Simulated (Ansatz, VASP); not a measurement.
## CaC2 in VASP and in Ansatz

```
Ca C
1.0
    -1.88594    1.88594    3.04201
     1.88594   -1.88594    3.04201
     1.88594    1.88594   -3.04201
Ca C
1 2
Direct
  0.00000 0.00000 0.00000
  0.59789 0.59789 0.00000
  0.40211 0.40211 0.00000
```

Change from the starting cell: strain -0.025 along x and y, -0.050 along z, atoms carried along.

Alike in both runs: task single point; functional LDA; k mesh 10 × 10 × 10; occupations gaussian, width 0.05 eV; no spin polarisation.

|  | VASP | Ansatz |
| --- | --- | --- |
| version | VASP 6.6.1 | Ansatz 0.2.0 |
| potentials or method | VASP PAW LDA potentials, release 64 (Ca_sv, C), cutoff 520 eV | scalar-relativistic, plane waves, PAW |
| valence electrons in the cell | 18 | 18 |

Ansatz gave:

- gap on the k mesh at the Fermi level (eV): 1.10
- least direct gap on the mesh (eV): 2.26
- pressure (GPa): 10.0
- traceless stress, the component that is largest in VASP (GPa): 20.88
- rms of the force components (eV/Å): 2.529

Question: What did VASP give for the same quantities?

Answer: gap on the k mesh at the Fermi level (eV): 1.09; least direct gap on the mesh (eV): 2.25; pressure (GPa): 10.6; traceless stress, the component that is largest in VASP (GPa): 21.45; rms of the force components (eV/Å): 2.598.

LDA's correlation is that of Perdew and Zunger in VASP and of Perdew and Wang (1992) in Ansatz. Atom by atom the forces differ by 0.069 eV/Å (rms over components).
